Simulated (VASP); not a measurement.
HfO2:

```
CELL_PARAMETERS angstrom
5.08032 0.00000 0.00000
0.00000 5.16487 0.00000
0.00000 0.00000 4.89088
ATOMIC_POSITIONS crystal
Hf 0.22259 0.78180 0.27207
Hf 0.72259 0.71820 0.72793
Hf 0.77741 0.21820 0.27207
Hf 0.27741 0.28180 0.72793
O 0.18682 0.16365 0.10453
O 0.68682 0.33635 0.89547
O 0.81318 0.83635 0.10453
O 0.31318 0.66365 0.89547
O 0.00000 0.50000 0.48905
O 0.50000 0.00000 0.51095
O 0.00000 0.00000 0.57562
O 0.50000 0.50000 0.42438
```

| Quantity | Value |
| --- | --- |
| Program | VASP 6.6.1 |
| Task | relaxation of cell and atoms |
| Functional | PBEsol |
| Dispersion | D3(BJ) |
| Potentials or basis | VASP PAW PBE potentials, release 64 (Hf_pv, O) |
| Cutoff | 600 eV |
| k mesh | 5 × 5 × 6 |
| Occupations | fermi-dirac, width 0.05 eV |
| Spin | no spin polarisation |

At the start: pressure -5.3 GPa; volume 10.69 Å³/atom.

How do energy, volume and symmetry change on relaxing?

Over 10 steps the energy falls by 4.4 meV/atom and the volume is 10.44 Å³/atom (-2.4 %); space group P2_12_12 (No. 18, to 0.1 Å) before and after.

Step by step:
```tsv
step	energy change (eV)	largest force (eV/Å)	pressure (GPa)	volume (Å³)
1	0.0000	0.0896	-5.34	128.33
2	0.0673	0.3851	9.47	121.82
3	-0.0444	0.1699	0.03	125.77
4	-0.0497	0.1222	-0.07	125.58
5	-0.0499	0.1611	-0.09	125.53
6	-0.0528	0.0516	0.00	125.35
7	-0.0528	0.0471	0.01	125.33
8	-0.0531	0.0207	-0.02	125.33
9	-0.0532	0.0138	-0.05	125.33
10	-0.0533	0.0070	0.05	125.29
```

Final structure:
```
Hf O
1.0
     5.02303    0.00000    0.00000
     0.00000    5.12938    0.00000
     0.00000    0.00000    4.86262
Hf O
4 8
Direct
  0.22320 0.78144 0.27189
  0.72320 0.71856 0.72811
  0.77680 0.21856 0.27189
  0.27680 0.28144 0.72811
  0.18742 0.16527 0.10782
  0.68742 0.33473 0.89218
  0.81258 0.83473 0.10782
  0.31258 0.66527 0.89218
  0.00000 0.50000 0.48896
  0.50000 0.00000 0.51104
  0.00000 0.00000 0.57820
  0.50000 0.50000 0.42180
```

Caveat: the PAW data sets were made with another functional, which shifts forces and pressure a little.
